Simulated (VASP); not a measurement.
# AlNi3 (Fm-3m) in VASP: further runs, part 2 of 2

VASP 6.6.1. The steps go on from the part before.

## 4. Single point, LDA, collinear spin, ferromagnetic start (12.51 Å³/atom)

This run uses another cell than the first one, of 12.51 Å³/atom.

Contents of INCAR:

```
ALGO = Normal ; EDIFF = 1E-6
ENCUT = 520 ; GGA = CA
ISIF = 2 ; ISMEAR = 0
ISPIN = 2 ; LASPH = T
LCHARG = F ; LMAXMIX = 4
LORBIT = 11 ; LREAL = F
LWAVE = F ; MAGMOM = 0 0.875 0.875 0.875
NBANDS = 28 ; NELM = 150
NUPDOWN = 2.625 ; PREC = Accurate
SIGMA = 0.15
```

Contents of KPOINTS:

```
k-points
0
Gamma
  14 14 14
```

Contents of POSCAR:

```
AlNi3
1.0
    0.0000000000      2.9247193341      2.9247193341
    2.9247193341      0.0000000000      2.9247193341
    2.9247193341      2.9247193341      0.0000000000
Al Ni
1 3
Direct
    0.5000000000      0.5000000000      0.5000000000
    0.2500000000      0.2500000000      0.2500000000
    0.0000000000      0.0000000000      0.0000000000
    0.7500000000      0.7500000000      0.7500000000
```

Potentials or basis: VASP PAW LDA potentials, release 64 (Al, Ni).

Started as:

```sh
> cat potpaw_LDA.64/Al/POTCAR potpaw_LDA.64/Ni/POTCAR > POTCAR
> mpirun -np 1 vasp_std > vasp.out
```

OUTCAR:

```text
EDIFF = 1E-6
   ENCUT = 520
   GGA = CA
   ISIF = 2
   ISMEAR = 0
   ISPIN = 2
   LASPH = T
   LORBIT = 11
   LREAL = F
   NELM = 150
   NUPDOWN = 2.625
   PREC = Accurate

 ion  position               nearest neighbor table
   1  0.500  0.500  0.500-   2 2.53   2 2.53   2 2.53   4 2.53   4 2.53   4 2.53   4 2.53   2 2.53
                             3 2.92   3 2.92   3 2.92   3 2.92   3 2.92   3 2.92
   2  0.250  0.250  0.250-   3 2.53   3 2.53   3 2.53   1 2.53   1 2.53   1 2.53   3 2.53   1 2.53
                             4 2.92   4 2.92   4 2.92   4 2.92   4 2.92   4 2.92
   3  0.000  0.000  0.000-   4 2.53   4 2.53   4 2.53   2 2.53   2 2.53   2 2.53   4 2.53   2 2.53
                             1 2.92   1 2.92   1 2.92   1 2.92   1 2.92   1 2.92
   4  0.750  0.750  0.750-   1 2.53   1 2.53   1 2.53   3 2.53   3 2.53   3 2.53   3 2.53   1 2.53
                             2 2.92   2 2.92   2 2.92   2 2.92   2 2.92   2 2.92

  LATTYP: Found a face centered cubic cell.
 ALAT       =     5.8494386682

  Lattice vectors:

 A1 = (   0.0000000000,   2.9247193341,   2.9247193341)
 A2 = (   2.9247193341,   0.0000000000,   2.9247193341)
 A3 = (   2.9247193341,   2.9247193341,   0.0000000000)

Analysis of symmetry for initial positions (statically):
=====================================================================
 Subroutine PRICEL returns:
 Original cell was already a primitive cell.

 Routine SETGRP: Setting up the symmetry group for a
 face centered cubic supercell.

 Subroutine GETGRP returns: Found 48 space group operations
 (whereof 48 operations were pure point group operations)
 out of a pool of 48 trial point group operations.

The static configuration has the point symmetry O_h .

Analysis of symmetry for dynamics (positions and initial velocities):
=====================================================================
 Subroutine PRICEL returns:
 Original cell was already a primitive cell.

 Routine SETGRP: Setting up the symmetry group for a
 face centered cubic supercell.

 Subroutine GETGRP returns: Found 48 space group operations
 (whereof 48 operations were pure point group operations)
 out of a pool of 48 trial point group operations.

The dynamic configuration has the point symmetry O_h .

Analysis of structural, dynamic, and magnetic symmetry:
=====================================================================
 Subroutine PRICEL returns:
 Original cell was already a primitive cell.

 Routine SETGRP: Setting up the symmetry group for a
 face centered cubic supercell.

 Subroutine GETGRP returns: Found 48 space group operations
 (whereof 48 operations were pure point group operations)
 out of a pool of 48 trial point group operations.

The overall configuration has the point symmetry O_h .

 Subroutine INISYM returns: Found 48 space group operations
 (whereof 48 operations are pure point group operations),
 and found     1 'primitive' translations

----------------------------------------------------------------------------------------

                                     Primitive cell

  volume of cell :      50.0360

  direct lattice vectors                    reciprocal lattice vectors
     0.000000000  2.924719334  2.924719334    -0.170956575  0.170956575  0.170956575
     2.924719334  0.000000000  2.924719334     0.170956575 -0.170956575  0.170956575
     2.924719334  2.924719334  0.000000000     0.170956575  0.170956575 -0.170956575

  length of vectors
     4.136177748  4.136177748  4.136177748     0.296105474  0.296105474  0.296105474

[... 87 lines left out ...]
   NSW    =      0    number of steps for IOM
   IBRION =     -1    ionic relax: 0-MD 1-quasi-New 2-CG
   NFREE  =      0    steps in history (QN), initial steepest desc. (CG)
   ISIF   =      2    stress and relaxation
   ISYM   =      2    0-nonsym 1-usesym 2-fastsym
   POTIM  = 0.5000    time-step for ionic-motion
   TEBEG  =    0.0;   TEEND  =   0.0 temperature during run
   PSTRESS=    0.0 pullay stress
   NELECT =      33.0000    total number of electrons
   NUPDOWN=       2.6250    fix difference up-down
   EMIN   =  10.00;   EMAX   =-10.00  energy-range for DOS
   EFERMI =   0.00;   METHOD = LEGACY
   ISMEAR =     0;   SIGMA  =   0.15  broadening in eV -4-tet -1-fermi 0-gaus
   EFERMI_NEDOS =   21; number of points for ismear=-14 and -15
   IALGO  =     38    algorithm
   IMIX   =      4    mixing-type and parameters
     AMIX     =   0.40;   BMIX     =  1.00
     AMIX_MAG =   1.60;   BMIX_MAG =  1.00
  volume/ion in A,a.u.               =      12.51        84.41
  Fermi-wavevector in a.u.,A,eV,Ry     =   1.425012  2.692883 27.628808  2.030660
  Thomas-Fermi vector in A             =   2.545442
   LORBIT       =     11    0 simple, 1 ext, 2 COOP (PROOUT), +10 PAW based schemes
   GGA     = CA    functional components
   LHFCALC =     F    Hartree Fock is set to
   AEXX    =    0.0000 exact exchange contribution
   IVDW    =     0    specifies the selected vdW correction
   LEPSILON=     F    determine dielectric tensor
   LRPA    =     F    only Hartree local field effects (RPA)
 spin polarized calculation
 Gauss-broadening in eV      SIGMA  =   0.15
  energy-cutoff  :      520.00
  volume of cell :       50.04
 maximum number of plane-waves:      1363
   NGX = 15   NGY = 15   NGZ = 15

 number of electron      32.9999999 magnetization       2.6250000

 Free energy of the ion-electron system (eV)
  ---------------------------------------------------
  ext. energy  EPLUGINS =         0.00000000
  ---------------------------------------------------
  free energy    TOTEN  =       -24.27614353 eV

  energy without entropy =      -24.18207107  energy(sigma->0) =      -24.22910730

 E-fermi :   7.7088     XC(G=0): -12.4502

 val. band max:        8.9345807786   @ k =  -0.2143   0.2143   0.0714
 cond. band min:       7.7091674480   @ k =   0.2143   0.1429   0.0000
 fundamental gap:     -1.2254133306
 Fermi energy:         8.9382354795

 spin component 1

 k-point     1 :       0.0000    0.0000    0.0000
  band No.  band energies     occupation
      1      -1.3760      1.00000
      2       4.5162      1.00000
      3       4.5162      1.00000
      4       4.6659      1.00000
      5       4.6659      1.00000
      6       4.6659      1.00000
[... 733 lines left out ...]
     27      20.5621      0.00000
     28      20.8054      0.00000

 [... further k-points ...]

 spin component 2

 k-point     1 :       0.0000    0.0000    0.0000
  band No.  band energies     occupation
      1      -1.2001      1.00000
      2       5.1108      1.00000
      3       5.1108      1.00000
      4       5.1584      1.00000
      5       5.1584      1.00000
      6       5.1584      1.00000
[... 733 lines left out ...]
     27      20.8189      0.00000
     28      21.0683      0.00000

 [... further k-points ...]

------------------------ aborting loop because EDIFF is reached ----------------------------------------

  FORCE on cell =-STRESS in cart. coord.  units (eV):
  Direction    XX          YY          ZZ          XY          YZ          ZX
  --------------------------------------------------------------------------------------
  -------------------------------------------------------------------------------------
  Total       -6.3959142     -6.3959142     -6.3959142      0.0000000      0.0000000     -0.0000000
  in kB     -204.8003171   -204.8003171   -204.8003171      0.0000000      0.0000000     -0.0000000
  external PRESSURE =    -204.8003171 kB  Pullay stress =       0.0000000 kB

 VOLUME and BASIS-vectors are now :
 -----------------------------------------------------------------------------
  energy-cutoff  :      520.00
  volume of cell :       50.04
      direct lattice vectors                 reciprocal lattice vectors
     0.000000000  2.924719334  2.924719334    -0.170956575  0.170956575  0.170956575
     2.924719334  0.000000000  2.924719334     0.170956575 -0.170956575  0.170956575
     2.924719334  2.924719334  0.000000000     0.170956575  0.170956575 -0.170956575

 POSITION                                       TOTAL-FORCE (eV/Angst)
 -----------------------------------------------------------------------------------
      2.92472      2.92472      2.92472        -0.000000      0.000000     -0.000000
      1.46236      1.46236      1.46236         0.000000      0.000000      0.000000
      0.00000      0.00000      0.00000        -0.000000      0.000000     -0.000000
      4.38708      4.38708      4.38708        -0.000000     -0.000000     -0.000000
 -----------------------------------------------------------------------------------
    total drift:                               -0.000000     -0.000000      0.000000

  FREE ENERGIE OF THE ION-ELECTRON SYSTEM (eV)
  ---------------------------------------------------
  free  energy   TOTEN  =       -24.2761435293 eV

  energy  without entropy=      -24.1820710687  energy(sigma->0) =      -24.22910730

 total charge

# of ion       s       p       d       tot
------------------------------------------
    1        0.398   0.378   0.000   0.776
    2        0.456   0.449   8.339   9.244
    3        0.454   0.440   8.278   9.172
    4        0.456   0.449   8.339   9.244
--------------------------------------------------
tot          1.765   1.716  24.955  28.436

 magnetization (x)

# of ion       s       p       d       tot
------------------------------------------
    1        0.007   0.029   0.000   0.036
    2        0.023   0.039   0.699   0.761
    3        0.012   0.036   0.854   0.901
    4        0.023   0.039   0.699   0.761
--------------------------------------------------
tot          0.065   0.142   2.252   2.459
```

stdout:

```text
POSCAR found type information on POSCAR AlNi
 POSCAR found :  2 types and       4 ions
 scaLAPACK will be used
 LDA part: xc-table for (Slater(with rela. corr.)+CA(PZ))
 , standard interpolation
 POSCAR, INCAR and KPOINTS ok, starting setup
 FFT: planning ... GRIDC
 FFT: planning ... GRID_SOFT
 FFT: planning ... GRID
 WAVECAR not read
 entering main loop
```

Wall time 3.5 min (1 thread of Intel Xeon Platinum 8259CL at 2.50GHz (Skylake/Cascade Lake), shared host); peak memory 0.31 GiB.

What came out:

```
Free energy                                           : -24.2761 eV
Pressure                                              : -20.5 GPa
Net moment                                            : 2.62 μB per cell
Site moments                                          : Al +0.04; Ni +0.76, +0.90 (each value once) μB
Valence electrons inside the program's atomic spheres : Al 0.78; Ni 9.24, 9.17 (each value once)
```

Caveat: the cell stands under tension; the total moment is fixed, so each spin has its own Fermi level and the state may be an excited one.

## 5. Single point, LDA, collinear spin, ferromagnetic start (12.51 Å³/atom)

This run uses another cell than the first one, of 12.51 Å³/atom.

Contents of INCAR:

```
PREC     = Accurate       # precision mode
ENCUT    = 520            # plane-wave cutoff, eV
EDIFF    = 1E-6           # SCF threshold, eV
ISMEAR   = 0              # smearing method
SIGMA    = 0.15           # smearing width, eV
LREAL    = False          # projectors in reciprocal space
LASPH    = True           # aspherical terms in the spheres
NELM     = 150            # most SCF steps
ALGO     = Normal         # electronic algorithm
ISIF     = 2              # what is computed and relaxed
LWAVE    = False          # write WAVECAR
LCHARG   = False          # write CHGCAR
ISPIN    = 2              # spin polarisation
MAGMOM   = 0 0.625 0.625 0.625 # initial moments
LORBIT   = 11             # projections on sites
NUPDOWN  = 1.875          # fixed moment
LMAXMIX  = 4              # l up to which the mixer works
NBANDS   = 28             # bands
```

Contents of KPOINTS:

```
regular mesh
0
Gamma
  14 14 14
```

POSCAR is that of step 4.

Potentials or basis: VASP PAW LDA potentials, release 64 (Al, Ni).

Started as:

```sh
> cat potpaw_LDA.64/Al/POTCAR potpaw_LDA.64/Ni/POTCAR > POTCAR
> mpirun -np 1 vasp_std > vasp.out
```

OUTCAR:

```text
PREC = Accurate
   ENCUT = 520
   EDIFF = 1E-6
   ISMEAR = 0
   LREAL = False
   LASPH = True
   NELM = 150
   ISIF = 2
   ISPIN = 2
   LORBIT = 11
   NUPDOWN = 1.875

 ion  position               nearest neighbor table
   1  0.500  0.500  0.500-   2 2.53   2 2.53   2 2.53   4 2.53   4 2.53   4 2.53   4 2.53   2 2.53
                             3 2.92   3 2.92   3 2.92   3 2.92   3 2.92   3 2.92
   2  0.250  0.250  0.250-   3 2.53   3 2.53   3 2.53   1 2.53   1 2.53   1 2.53   3 2.53   1 2.53
                             4 2.92   4 2.92   4 2.92   4 2.92   4 2.92   4 2.92
   3  0.000  0.000  0.000-   4 2.53   4 2.53   4 2.53   2 2.53   2 2.53   2 2.53   4 2.53   2 2.53
                             1 2.92   1 2.92   1 2.92   1 2.92   1 2.92   1 2.92
   4  0.750  0.750  0.750-   1 2.53   1 2.53   1 2.53   3 2.53   3 2.53   3 2.53   3 2.53   1 2.53
                             2 2.92   2 2.92   2 2.92   2 2.92   2 2.92   2 2.92

  LATTYP: Found a face centered cubic cell.
 ALAT       =     5.8494386682

  Lattice vectors:

 A1 = (   0.0000000000,   2.9247193341,   2.9247193341)
 A2 = (   2.9247193341,   0.0000000000,   2.9247193341)
 A3 = (   2.9247193341,   2.9247193341,   0.0000000000)

Analysis of symmetry for initial positions (statically):
=====================================================================
 Subroutine PRICEL returns:
 Original cell was already a primitive cell.

 Routine SETGRP: Setting up the symmetry group for a
 face centered cubic supercell.

 Subroutine GETGRP returns: Found 48 space group operations
 (whereof 48 operations were pure point group operations)
 out of a pool of 48 trial point group operations.

The static configuration has the point symmetry O_h .

Analysis of symmetry for dynamics (positions and initial velocities):
=====================================================================
 Subroutine PRICEL returns:
 Original cell was already a primitive cell.

 Routine SETGRP: Setting up the symmetry group for a
 face centered cubic supercell.

 Subroutine GETGRP returns: Found 48 space group operations
 (whereof 48 operations were pure point group operations)
 out of a pool of 48 trial point group operations.

The dynamic configuration has the point symmetry O_h .
[... 170 lines left out ...]
 Fermi energy:         8.5396557667

 spin component 1

 k-point     1 :       0.0000    0.0000    0.0000
  band No.  band energies     occupation
      1      -1.3459      1.00000
      2       4.6954      1.00000
      3       4.6954      1.00000
      4       4.8045      1.00000
      5       4.8045      1.00000
      6       4.8045      1.00000
[... 733 lines left out ...]
     27      20.6226      0.00000
     28      20.8638      0.00000

 [... further k-points ...]

 spin component 2

 k-point     1 :       0.0000    0.0000    0.0000
  band No.  band energies     occupation
      1      -1.2443      1.00000
      2       5.1182      1.00000
      3       5.1182      1.00000
      4       5.1544      1.00000
      5       5.1544      1.00000
      6       5.1544      1.00000
[... 733 lines left out ...]
     27      20.7897      0.00000
     28      21.0331      0.00000

 [... further k-points ...]

------------------------ aborting loop because EDIFF is reached ----------------------------------------

  FORCE on cell =-STRESS in cart. coord.  units (eV):
  Direction    XX          YY          ZZ          XY          YZ          ZX
  --------------------------------------------------------------------------------------
  -------------------------------------------------------------------------------------
  Total       -6.9394838     -6.9394838     -6.9394838     -0.0000000     -0.0000000      0.0000000
  in kB     -222.2056858   -222.2056858   -222.2056858     -0.0000000     -0.0000000      0.0000000
  external PRESSURE =    -222.2056858 kB  Pullay stress =       0.0000000 kB

 VOLUME and BASIS-vectors are now :
 -----------------------------------------------------------------------------
  energy-cutoff  :      520.00
  volume of cell :       50.04
      direct lattice vectors                 reciprocal lattice vectors
     0.000000000  2.924719334  2.924719334    -0.170956575  0.170956575  0.170956575
     2.924719334  0.000000000  2.924719334     0.170956575 -0.170956575  0.170956575
     2.924719334  2.924719334  0.000000000     0.170956575  0.170956575 -0.170956575

 POSITION                                       TOTAL-FORCE (eV/Angst)
 -----------------------------------------------------------------------------------
      2.92472      2.92472      2.92472        -0.000000     -0.000000     -0.000000
      1.46236      1.46236      1.46236         0.000000      0.000000      0.000000
      0.00000      0.00000      0.00000        -0.000000     -0.000000     -0.000000
      4.38708      4.38708      4.38708        -0.000000      0.000000     -0.000000
 -----------------------------------------------------------------------------------
    total drift:                               -0.000000     -0.000000      0.000000

  FREE ENERGIE OF THE ION-ELECTRON SYSTEM (eV)
  ---------------------------------------------------
  free  energy   TOTEN  =       -24.6427071754 eV

  energy  without entropy=      -24.5653571962  energy(sigma->0) =      -24.60403219

 total charge

# of ion       s       p       d       tot
------------------------------------------
    1        0.398   0.373   0.000   0.771
    2        0.450   0.435   8.371   9.256
    3        0.450   0.424   8.313   9.187
    4        0.450   0.435   8.371   9.256
--------------------------------------------------
tot          1.747   1.668  25.055  28.470

 magnetization (x)

# of ion       s       p       d       tot
------------------------------------------
    1        0.002   0.015   0.000   0.017
    2        0.015   0.019   0.512   0.545
    3        0.007   0.018   0.663   0.688
    4        0.015   0.019   0.512   0.545
--------------------------------------------------
tot          0.039   0.070   1.687   1.796
```

Wall time 3.9 min (1 thread of Intel Xeon Platinum 8259CL at 2.50GHz (Skylake/Cascade Lake), shared host); peak memory 0.31 GiB.

Results:

* Free energy: -24.6427 eV
* Pressure: -22.2 GPa
* Net moment: 1.88 μB per cell
* Site moments: Al +0.02; Ni +0.55, +0.69 (each value once) μB
* Valence electrons inside the program's atomic spheres: Al 0.77; Ni 9.26, 9.19 (each value once)

Caveat: the cell stands under tension; the total moment is fixed, so each spin has its own Fermi level and the state may be an excited one.

## 6. The runs side by side

| fixed moment (μB) | cell | pressure (GPa) | moment (μB) |
| --- | --- | --- | --- |
| 1.125 | a = 4.065 Å, angles 60.0°, 4 atoms | -17.8 | 1.12 |
| 1.875 | a = 4.065 Å, angles 60.0°, 4 atoms | -16.4 | 1.87 |
| 2.625 | a = 4.136 Å, angles 60.0°, 4 atoms | -20.5 | 2.62 |
| 1.875 | a = 4.136 Å, angles 60.0°, 4 atoms | -22.2 | 1.88 |

Alike in all rows: task single point; level LDA; potentials or basis VASP PAW LDA potentials, release 64 (Al, Ni); spin collinear, ferromagnetic start; k mesh 14 × 14 × 14; cutoff (eV) 520; smearing gaussian 0.15 eV.

Caveats: the cell stands under tension; the total moment is fixed, so each spin has its own Fermi level and the state may be an excited one.

Absolute energies hang on the potentials; compare differences alone.
